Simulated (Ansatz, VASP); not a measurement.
**Si6C7: VASP beside Ansatz**

```
C Si
1.0
     3.09694    0.00000    0.00000
     0.00000    3.09694    0.00000
     0.00000    0.00000   28.13918
C Si
7 6
Direct
  0.00000 0.50000 0.26653
  0.50000 0.00000 0.34435
  0.00000 0.50000 0.42218
  0.50000 0.00000 0.50000
  0.00000 0.50000 0.57782
  0.50000 0.00000 0.65565
  0.00000 0.50000 0.73347
  0.50000 0.50000 0.30544
  0.00000 0.00000 0.38327
  0.50000 0.50000 0.46109
  0.00000 0.00000 0.53891
  0.50000 0.50000 0.61673
  0.00000 0.00000 0.69456
```

Alike in both runs: task single point; functional PBE; k mesh 9 × 9 × 1; occupations gaussian, width 0.05 eV; no spin polarisation.

|  | VASP | Ansatz |
| --- | --- | --- |
| version | VASP 6.6.1 | Ansatz 0.2.0 |
| potentials or method | VASP PAW PBE potentials, release 64 (C, Si), cutoff 520 eV | scalar-relativistic, plane waves, PAW |
| valence electrons in the cell | 52 | 52 |

```tsv
	VASP	Ansatz	Ansatz less VASP
gap on the k mesh at the Fermi level (eV)	none	none	-
rms of the force components (eV/Å)	0.646	0.647	+0.0012
```

A gap of «none» marks a metal or a gap that the smearing closes.
